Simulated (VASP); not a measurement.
# CdTe (zincblende type) (F-43m) in VASP: notebook

The runs below take CdTe (zincblende type) through single point, relaxation of cell and atoms, with PBEsol.

Everything below comes from runs of VASP 6.6.1. Logs are shortened: lines on timing, memory, paths and dates and some standing lists are left out, and cuts for length are marked.

### 1 The cell of the first run

Symmetry: F-43m, No. 216, cubic system. The conventional cell has a = 6.490 Å, b = 6.490 Å, c = 6.490 Å, α = 90.00°, β = 90.00°, γ = 90.00°. Within 3.7 Å of Cd (site symmetry -43m) lie 4 Te at 2.81 Å. Within 3.7 Å of Te (site symmetry -43m) lie 4 Cd at 2.81 Å.

### 2 Single point, PBEsol

File INCAR:

```
ALGO = Normal
EDIFF = 1E-6
ENCUT = 520
GGA = PS
ISIF = 2
ISMEAR = -1
LASPH = True
LCHARG = False
LREAL = False
LWAVE = False
NBANDS = 16
NELM = 80
PREC = Accurate
SIGMA = 0.05
```

File KPOINTS:

```
k-points
0
Gamma
  12 12 12
```

File POSCAR:

```
CdTe
1.0
    0.0000000000      3.2450830027      3.2450830027
    3.2450830027      0.0000000000      3.2450830027
    3.2450830027      3.2450830027      0.0000000000
Cd Te
1 1
Direct
    0.0000000000      0.0000000000      0.0000000000
    0.2500000000      0.2500000000      0.2500000000
```

Potentials or basis: VASP PAW PBE potentials, release 64 (Cd, Te).

Command:

```console
> cat potpaw_PBE.64/Cd/POTCAR potpaw_PBE.64/Te/POTCAR > POTCAR
> mpirun -np 1 vasp_std > vasp.out
```

OUTCAR:

```text
EDIFF = 1E-6
   ENCUT = 520
   GGA = PS
   ISIF = 2
   ISMEAR = -1
   LASPH = True
   LREAL = False
   NELM = 80
   PREC = Accurate

 ion  position               nearest neighbor table
   1  0.000  0.000  0.000-   2 2.81   2 2.81   2 2.81   2 2.81
   2  0.250  0.250  0.250-   1 2.81   1 2.81   1 2.81   1 2.81

  LATTYP: Found a face centered cubic cell.
 ALAT       =     6.4901660054

  Lattice vectors:

 A1 = (   0.0000000000,   3.2450830027,   3.2450830027)
 A2 = (   3.2450830027,   0.0000000000,   3.2450830027)
 A3 = (   3.2450830027,   3.2450830027,   0.0000000000)

Analysis of symmetry for initial positions (statically):
=====================================================================
 Subroutine PRICEL returns:
 Original cell was already a primitive cell.

 Routine SETGRP: Setting up the symmetry group for a
 face centered cubic supercell.

 Subroutine GETGRP returns: Found 24 space group operations
 (whereof 24 operations were pure point group operations)
 out of a pool of 48 trial point group operations.

The static configuration has the point symmetry T_d .

Analysis of symmetry for dynamics (positions and initial velocities):
=====================================================================
 Subroutine PRICEL returns:
 Original cell was already a primitive cell.

 Routine SETGRP: Setting up the symmetry group for a
 face centered cubic supercell.

 Subroutine GETGRP returns: Found 24 space group operations
 (whereof 24 operations were pure point group operations)
 out of a pool of 48 trial point group operations.

The dynamic configuration has the point symmetry T_d .

 Subroutine INISYM returns: Found 24 space group operations
 (whereof 24 operations are pure point group operations),
 and found     1 'primitive' translations

----------------------------------------------------------------------------------------

                                     Primitive cell

  volume of cell :      68.3451

  direct lattice vectors                    reciprocal lattice vectors
     0.000000000  3.245083003  3.245083003    -0.154079264  0.154079264  0.154079264
     3.245083003  0.000000000  3.245083003     0.154079264 -0.154079264  0.154079264
     3.245083003  3.245083003  0.000000000     0.154079264  0.154079264 -0.154079264

  length of vectors
     4.589240393  4.589240393  4.589240393     0.266873113  0.266873113  0.266873113

  position of ions in fractional coordinates (direct lattice)
     0.000000000  0.000000000  0.000000000
     0.250000000  0.250000000  0.250000000

  ion indices of the primitive-cell ions
   primitive index   ion index
                 1           1
                 2           2

----------------------------------------------------------------------------------------

 KPOINTS: k-points

Automatic generation of k-mesh.
 Grid dimensions read from file:
 generate k-points for:   12   12   12

 Generating k-lattice:

  Cartesian coordinates                     Fractional coordinates (reciprocal lattice)
    -0.012839939  0.012839939  0.012839939     0.083333333  0.000000000  0.000000000
     0.012839939 -0.012839939  0.012839939     0.000000000  0.083333333  0.000000000
     0.012839939  0.012839939 -0.012839939     0.000000000  0.000000000  0.083333333

  Length of vectors
     0.022239426  0.022239426  0.022239426

  Shift w.r.t. Gamma in fractional coordinates (k-lattice)
     0.000000000  0.000000000  0.000000000

 Subroutine IBZKPT returns following result:
 ===========================================

 Found     72 irreducible k-points:

 Following reciprocal coordinates:
            Coordinates               Weight
  0.000000  0.000000  0.000000      1.000000
  0.083333  0.000000  0.000000      8.000000
  0.166667  0.000000  0.000000      8.000000
  0.250000  0.000000  0.000000      8.000000
  0.333333  0.000000  0.000000      8.000000
  0.416667  0.000000  0.000000      8.000000
[... 16 lines left out ...]
  0.500000  0.166667  0.000000     24.000000
 -0.416667  0.166667  0.000000     24.000000
 [... further k-points ...]
   k-points           NKPTS =     72   k-points in BZ     NKDIM =     72   number of bands    NBANDS=     16
   number of dos      NEDOS =    301   number of ions     NIONS =      2
   total plane-waves  NPLWV =  46656
   dimension x,y,z NGX =    36 NGY =   36 NGZ =   36
   dimension x,y,z NGXF=    72 NGYF=   72 NGZF=   72
   ions per type =               1   1
   NGX,Y,Z   is equivalent  to a cutoff of  13.04, 13.04, 13.04 a.u.
   NGXF,Y,Z  is equivalent  to a cutoff of  26.08, 26.08, 26.08 a.u.
 SYSTEM =  unknown system
   PREC   = accura    normal or accurate (medium, high low for compatibility)
   ISTART =      0    job   : 0-new  1-cont  2-samecut
   ICHARG =      2    charge: 1-file 2-atom 10-const
   ISPIN  =      1    spin polarized calculation?
   LNONCOLLINEAR =      F non collinear calculations
   LSORBIT =      F    spin-orbit coupling
   LASPH  =      T    aspherical Exc in radial PAW
   ENCUT  =  520.0 eV  38.22 Ry    6.18 a.u.   8.53  8.53  8.53*2*pi/ulx,y,z
   NELM   =     80;   NELMIN=  2; NELMDL= -5     # of ELM steps
   EDIFF  = 0.1E-05   stopping-criterion for ELM
   LREAL  =      F    real-space projection
   EDIFFG = 0.1E-04   stopping-criterion for IOM
   NSW    =      0    number of steps for IOM
   IBRION =     -1    ionic relax: 0-MD 1-quasi-New 2-CG
   NFREE  =      0    steps in history (QN), initial steepest desc. (CG)
   ISIF   =      2    stress and relaxation
   ISYM   =      2    0-nonsym 1-usesym 2-fastsym
   POTIM  = 0.5000    time-step for ionic-motion
   TEBEG  =    0.0;   TEEND  =   0.0 temperature during run
   PSTRESS=    0.0 pullay stress
   NELECT =      18.0000    total number of electrons
   NUPDOWN=      -1.0000    fix difference up-down
   EMIN   =  10.00;   EMAX   =-10.00  energy-range for DOS
   EFERMI =   0.00;   METHOD = LEGACY
   ISMEAR =    -1;   SIGMA  =   0.05  broadening in eV -4-tet -1-fermi 0-gaus
   EFERMI_NEDOS =   21; number of points for ismear=-14 and -15
   IALGO  =     38    algorithm
   IMIX   =      4    mixing-type and parameters
     AMIX     =   0.40;   BMIX     =  1.00
     AMIX_MAG =   1.60;   BMIX_MAG =  1.00
  volume/ion in A,a.u.               =      34.17       230.61
  Fermi-wavevector in a.u.,A,eV,Ry     =   1.049373  1.983027 14.982512  1.101184
  Thomas-Fermi vector in A             =   2.184333
   LORBIT       =      0    0 simple, 1 ext, 2 COOP (PROOUT), +10 PAW based schemes
   GGA     = PS    functional components
   LHFCALC =     F    Hartree Fock is set to
   AEXX    =    0.0000 exact exchange contribution
   IVDW    =     0    specifies the selected vdW correction
   LEPSILON=     F    determine dielectric tensor
   LRPA    =     F    only Hartree local field effects (RPA)
 non-spin polarized calculation
  energy-cutoff  :      520.00
  volume of cell :       68.35
 maximum number of plane-waves:      1868
 NGX is ok and might be reduce to    36
   NGX = 17   NGY = 17   NGZ = 17

 number of electron      17.9999997 magnetization

 Free energy of the ion-electron system (eV)
  ---------------------------------------------------
  ext. energy  EPLUGINS =         0.00000000
  ---------------------------------------------------
  free energy    TOTEN  =        -5.49055512 eV

  energy without entropy =       -5.49055052  energy(sigma->0) =       -5.49055282

 E-fermi :   2.5561     XC(G=0):  -8.7630

 val. band max:        2.1716009080   @ k =   0.0000   0.0000   0.0000
 cond. band min:       2.8218629906   @ k =   0.0000   0.0000   0.0000
 fundamental gap:      0.6502620827
 Fermi energy:         2.5560838258

 k-point     1 :       0.0000    0.0000    0.0000
  band No.  band energies     occupation
      1      -9.0167      2.00000
      2      -6.0677      2.00000
      3      -6.0677      2.00000
      4      -6.0677      2.00000
      5      -5.8056      2.00000
      6      -5.8056      2.00000
[... 8 lines left out ...]
     15      11.5096      0.00000
     16      11.5096      0.00000

 k-point     2 :       0.0833    0.0000    0.0000
  band No.  band energies     occupation
      1      -8.9898      2.00000
      2      -6.0625      2.00000
      3      -6.0625      2.00000
      4      -6.0484      2.00000
      5      -5.8061      2.00000
      6      -5.8061      2.00000
[... 8 lines left out ...]
     15      11.0208      0.00000
     16      11.0208      0.00000

 k-point     3 :       0.1667    0.0000    0.0000
  band No.  band energies     occupation
      1      -8.9160      2.00000
      2      -6.0490      2.00000
      3      -6.0490      2.00000
      4      -5.9863      2.00000
      5      -5.8069      2.00000
      6      -5.8069      2.00000
[... 8 lines left out ...]
     15      10.5908      0.00000
     16      10.5908      0.00000

 k-point     4 :       0.2500    0.0000    0.0000
  band No.  band energies     occupation
      1      -8.8147      2.00000
      2      -6.0318      2.00000
      3      -6.0318      2.00000
      4      -5.8732      2.00000
      5      -5.8061      2.00000
      6      -5.8061      2.00000
[... 8 lines left out ...]
     15      10.5589      0.00000
     16      10.5589      0.00000

 k-point     5 :       0.3333    0.0000    0.0000
  band No.  band energies     occupation
      1      -8.7138      2.00000
      2      -6.0168      2.00000
      3      -6.0168      2.00000
      4      -5.8029      2.00000
      5      -5.8029      2.00000
      6      -5.7113      2.00000
[... 8 lines left out ...]
     15      10.9971      0.00000
     16      10.9971      0.00000

 k-point     6 :       0.4167    0.0000    0.0000
  band No.  band energies     occupation
      1      -8.6407      2.00000
      2      -6.0073      2.00000
      3      -6.0073      2.00000
      4      -5.7987      2.00000
      5      -5.7987      2.00000
      6      -5.5422      2.00000
[... 8 lines left out ...]
     15      11.7839      0.00000
     16      11.7839      0.00000

 k-point     7 :       0.5000    0.0000    0.0000
  band No.  band energies     occupation
      1      -8.6142      2.00000
      2      -6.0042      2.00000
      3      -6.0042      2.00000
      4      -5.7967      2.00000
      5      -5.7967      2.00000
      6      -5.4636      2.00000
[... 8 lines left out ...]
     15      12.4225      0.00000
     16      12.4225      0.00000

 k-point     8 :       0.0833    0.0833    0.0000
  band No.  band energies     occupation
      1      -8.9808      2.00000
      2      -6.0578      2.00000
      3      -6.0578      2.00000
      4      -6.0481      2.00000
      5      -5.8090      2.00000
      6      -5.8036      2.00000
[... 8 lines left out ...]
     15      10.4508      0.00000
     16      11.5703      0.00000

 k-point     9 :       0.1667    0.0833    0.0000
  band No.  band energies     occupation
      1      -8.9227      2.00000
      2      -6.0482      2.00000
      3      -6.0442      2.00000
      4      -6.0024      2.00000
      5      -5.8115      2.00000
      6      -5.8019      2.00000
[... 8 lines left out ...]
     15      10.7093      0.00000
     16      11.2676      0.00000
[... 172 lines left out ...]
 k-point    19 :       0.1667    0.1667    0.0000
  band No.  band energies     occupation
      1      -8.8827      2.00000
      2      -6.0300      2.00000
      3      -6.0300      2.00000
      4      -5.9876      2.00000
      5      -5.8141      2.00000
      6      -5.7980      2.00000
[... 8 lines left out ...]
     15      11.2333      0.00000
     16      11.7506      0.00000

 k-point    20 :       0.2500    0.1667    0.0000
  band No.  band energies     occupation
      1      -8.8067      2.00000
      2      -6.0164      2.00000
      3      -6.0111      2.00000
      4      -5.9226      2.00000
      5      -5.8057      2.00000
      6      -5.7948      2.00000
[... 8 lines left out ...]
     15      11.7045      0.00000
     16      11.8513      0.00000

 k-point    21 :       0.3333    0.1667    0.0000
  band No.  band energies     occupation
      1      -8.7154      2.00000
      2      -6.0050      2.00000
      3      -5.9935      2.00000
      4      -5.8581      2.00000
      5      -5.7921      2.00000
      6      -5.7355      2.00000
[... 8 lines left out ...]
     15      11.8295      0.00000
     16      11.8870      0.00000

 k-point    22 :       0.4167    0.1667    0.0000
  band No.  band energies     occupation
      1      -8.6340      2.00000
      2      -5.9956      2.00000
      3      -5.9819      2.00000
      4      -5.8364      2.00000
      5      -5.7911      2.00000
      6      -5.5808      2.00000
[... 8 lines left out ...]
     15      11.8236      0.00000
     16      12.4388      0.00000

 k-point    23 :       0.5000    0.1667    0.0000
  band No.  band energies     occupation
      1      -8.5842      2.00000
      2      -5.9902      2.00000
      3      -5.9780      2.00000
      4      -5.8222      2.00000
      5      -5.7938      2.00000
      6      -5.4398      2.00000
[... 8 lines left out ...]
     15      12.0728      0.00000
     16      12.5146      0.00000

 k-point    24 :      -0.4167    0.1667    0.0000
  band No.  band energies     occupation
      1      -8.5779      2.00000
      2      -5.9887      2.00000
      3      -5.9814      2.00000
      4      -5.8119      2.00000
      5      -5.8008      2.00000
      6      -5.4137      2.00000
[... 8 lines left out ...]
     15      11.5215      0.00000
     16      11.9108      0.00000

 [... further k-points ...]
[... 5 lines left out ...]
  --------------------------------------------------------------------------------------
  -------------------------------------------------------------------------------------
  Total        0.0613027      0.0613027      0.0613027     -0.0000000      0.0000000      0.0000000
  in kB        1.4370858      1.4370858      1.4370858     -0.0000000      0.0000000      0.0000000
  external PRESSURE =       1.4370858 kB  Pullay stress =       0.0000000 kB

 VOLUME and BASIS-vectors are now :
 -----------------------------------------------------------------------------
  energy-cutoff  :      520.00
  volume of cell :       68.35
      direct lattice vectors                 reciprocal lattice vectors
     0.000000000  3.245083003  3.245083003    -0.154079264  0.154079264  0.154079264
     3.245083003  0.000000000  3.245083003     0.154079264 -0.154079264  0.154079264
     3.245083003  3.245083003  0.000000000     0.154079264  0.154079264 -0.154079264

 POSITION                                       TOTAL-FORCE (eV/Angst)
 -----------------------------------------------------------------------------------
      0.00000      0.00000      0.00000        -0.000000     -0.000000     -0.000000
      1.62254      1.62254      1.62254         0.000000      0.000000      0.000000
 -----------------------------------------------------------------------------------
    total drift:                               -0.000000     -0.000000     -0.000000

  FREE ENERGIE OF THE ION-ELECTRON SYSTEM (eV)
  ---------------------------------------------------
  free  energy   TOTEN  =        -5.4905551215 eV

  energy  without entropy=       -5.4905505181  energy(sigma->0) =       -5.49055282
```

Wall time 62 s (1 thread of Intel Xeon Platinum 8259CL at 2.50GHz (Skylake/Cascade Lake), shared host); peak memory 0.25 GiB.

What came out:

- Free energy: -5.4906 eV
- Pressure: 0.1 GPa
- Band gap on the k mesh: 0.65 eV, direct

Levels at points of the mesh, in eV from the valence-band top:
| k point | band 7 | band 8 | band 9 | band 10 | band 11 | band 12 |
| --- | --- | --- | --- | --- | --- | --- |
| (0.00, 0.00, 0.00) | 0.00 | 0.00 | 0.00 | 0.65 | 4.55 | 4.55 |
| (0.50, 0.00, 0.00) | -4.45 | -0.78 | -0.78 | 1.73 | 5.13 | 5.13 |
| (0.50, 0.50, 0.00) | -4.33 | -1.87 | -1.87 | 2.50 | 2.60 | 8.70 |

Caveat: the PAW data sets were made with another functional, which shifts forces and pressure a little; spin-orbit coupling is left out, which moves the levels of the heavy elements.

### 3 Single point, PBEsol

File INCAR:

```
SYSTEM = CdTe
PREC     = Accurate       ! precision mode
ENCUT    = 520            ! plane-wave cutoff, eV
EDIFF    = 1E-7           ! SCF threshold, eV
ISMEAR   = -1             ! smearing method
SIGMA    = 0.05           ! smearing width, eV
LREAL    = .FALSE.        ! projectors in reciprocal space
LASPH    = .TRUE.         ! aspherical terms in the spheres
NELM     = 100            ! most SCF steps
ALGO     = Normal         ! electronic algorithm
ISIF     = 2              ! what is computed and relaxed
LWAVE    = .FALSE.        ! write WAVECAR
LCHARG   = .TRUE.         ! write CHGCAR
GGA      = PS             ! functional
LELF     = .TRUE.         ! ELF
LVHAR    = .TRUE.       
NBANDS   = 16             ! bands
```

File KPOINTS:

```
Automatic mesh
0
G
  12 12 12
  0 0 0
```

POSCAR is that of step 2.

Potentials or basis: VASP PAW PBE potentials, release 64 (Cd, Te).

Command:

```console
> cat potpaw_PBE.64/Cd/POTCAR potpaw_PBE.64/Te/POTCAR > POTCAR
> mpirun -np 1 vasp_std > vasp.out
```

It took 71 s on 1 thread of Intel Xeon Platinum 8259CL at 2.50GHz (Skylake/Cascade Lake), shared host; peak memory 0.26 GiB.

It converged, with:

* Free energy: -5.4906 eV
* Pressure: 0.1 GPa
* Band gap on the k mesh: 0.65 eV, direct

Levels at points of the mesh, in eV from the valence-band top:
| k point | band 7 | band 8 | band 9 | band 10 | band 11 | band 12 |
| --- | --- | --- | --- | --- | --- | --- |
| (0.00, 0.00, 0.00) | 0.00 | 0.00 | 0.00 | 0.65 | 4.55 | 4.55 |
| (0.50, 0.00, 0.00) | -4.45 | -0.78 | -0.78 | 1.73 | 5.13 | 5.13 |
| (0.50, 0.50, 0.00) | -4.33 | -1.87 | -1.87 | 2.50 | 2.60 | 8.70 |

Caveat: the PAW data sets were made with another functional, which shifts forces and pressure a little; spin-orbit coupling is left out, which moves the levels of the heavy elements. Expect the measured gap to be larger: semilocal functionals such as PBEsol lack the derivative discontinuity.

### 4 Relaxation of cell and atoms, PBEsol

This run uses another cell than the first one, of 30.00 Å³/atom, 0.878 times its volume.

File INCAR:

```
PREC = Accurate
ENCUT = 600
EDIFF = 1E-6
ISMEAR = -1
SIGMA = 0.05
LREAL = F
LASPH = T
NELM = 80
ALGO = Normal
ISIF = 3
LWAVE = F
LCHARG = F
GGA = PS
IBRION = 2
NSW = 60
EDIFFG = -0.005
```

File KPOINTS:

```
regular mesh
0
Gamma
  12 12 12
```

File POSCAR:

```
CdTe
1.0
    0.0000000000      3.1072325060      3.1072325060
    3.1072325060      0.0000000000      3.1072325060
    3.1072325060      3.1072325060      0.0000000000
Cd Te
1 1
Direct
    0.0000000000      0.0000000000      0.0000000000
    0.2500000000      0.2500000000      0.2500000000
```

Command:

```console
> cat potpaw_PBE.64/Cd/POTCAR potpaw_PBE.64/Te/POTCAR > POTCAR
> mpirun -np 1 vasp_std > vasp.out
```

Wall time 3 min (1 thread of Intel Xeon Platinum 8259CL at 2.50GHz (Skylake/Cascade Lake), shared host); peak memory 0.27 GiB.

It converged, with:

- Free energy: -5.4887 eV
- Relaxed volume: 34.28 Å³/atom
- Relaxed cell: a = 4.594 Å, b = 4.594 Å, c = 4.594 Å, α = 60.00°, β = 60.00°, γ = 60.00°
- Space group after relaxing (to 0.05 Å): F-43m (No. 216)
- Energy gained by relaxing: 88.5 meV/atom
- Ionic steps: 5
- Pressure after relaxing: 0.0 GPa
- Band gap on the k mesh: 0.64 eV, direct

The path:
```csv
step,energy change (eV),largest force (eV/Å),pressure (GPa),volume (Å³)
1,0.0000,0.0000,7.55,60.00
2,-0.1424,0.0000,-2.26,73.13
3,-0.1770,0.0000,0.03,68.51
4,-0.1769,0.0000,-0.06,68.68
5,-0.1770,0.0000,0.00,68.56
```

Final structure:
```xyz
2
Lattice="0.0000 3.2484 3.2484 3.2484 0.0000 3.2484 3.2484 3.2484 0.0000" Properties=species:S:1:pos:R:3 pbc="T T T"
Cd    0.0000    0.0000    0.0000
Te    1.6242    1.6242    1.6242
```

Levels at points of the mesh, in eV from the valence-band top:
```
           k point  band 6  band 7  band 8  band 9  band 10  band 11  band 12  band 13
(0.00, 0.00, 0.00)   -7.97    0.00    0.00    0.00     0.64     4.55     4.55     4.55
(0.50, 0.00, 0.00)   -7.63   -4.43   -0.77   -0.77     1.73     5.13     5.13     6.93
(0.50, 0.50, 0.00)   -7.50   -4.31   -1.86   -1.86     2.51     2.60     8.68     9.03
```

Caveat: the PAW data sets were made with another functional, which shifts forces and pressure a little; spin-orbit coupling is left out, which moves the levels of the heavy elements. A hybrid or GW would open this gap; PBEsol tends to underestimate it.
